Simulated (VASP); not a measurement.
Here is a VASP 6.6.1 calculation.

The input INCAR:

```
ALGO     = Normal         # electronic algorithm
DIPOL    = 0.5 0.5 0.500
EDIFF    = 1E-7           # SCF threshold, eV
ENCUT    = 520            # plane-wave cutoff, eV
GGA      = PE             # functional
IDIPOL   = 3            
ISIF     = 2              # what is computed and relaxed
ISMEAR   = -1             # smearing method
LASPH    = True           # aspherical terms in the spheres
LCHARG   = True           # write CHGCAR
LDIPOL   = True         
LELF     = True           # ELF
LREAL    = False          # projectors in reciprocal space
LVACPOTAV= True         
LVHAR    = True         
LWAVE    = False          # write WAVECAR
NBANDS   = 21             # bands
NELM     = 80             # most SCF steps
PREC     = Accurate       # precision mode
SIGMA    = 0.08           # smearing width, eV
```

File KPOINTS:

```
k-points
0
Gamma
  8 8 1
```

POSCAR

```
K2Ca
1.0
    5.2834179736      0.0000000000      0.0000000000
    0.0000000000      5.2834179736      0.0000000000
    0.0000000000      0.0000000000     25.2834000000
Ca K
1 2
Direct
    0.0000000000      0.0000000000      0.3955160704
    0.5000000000      0.5000000000      0.5000000000
    0.0000000000      0.0000000000      0.6044839296
```

Potentials or basis: VASP PAW PBE potentials, release 64 (Ca_sv, K_sv).

Run with:

```sh
$ cat potpaw_PBE.64/Ca_sv/POTCAR potpaw_PBE.64/K_sv/POTCAR > POTCAR
$ mpirun -np 1 vasp_std > vasp.out
```

(1) Estimate the band gap on the k mesh.

(2) Estimate the largest force.

Results:

(1) zero (bands 14 and 15 overlap by 0.39 eV).

(2) 0.193 eV/Å.
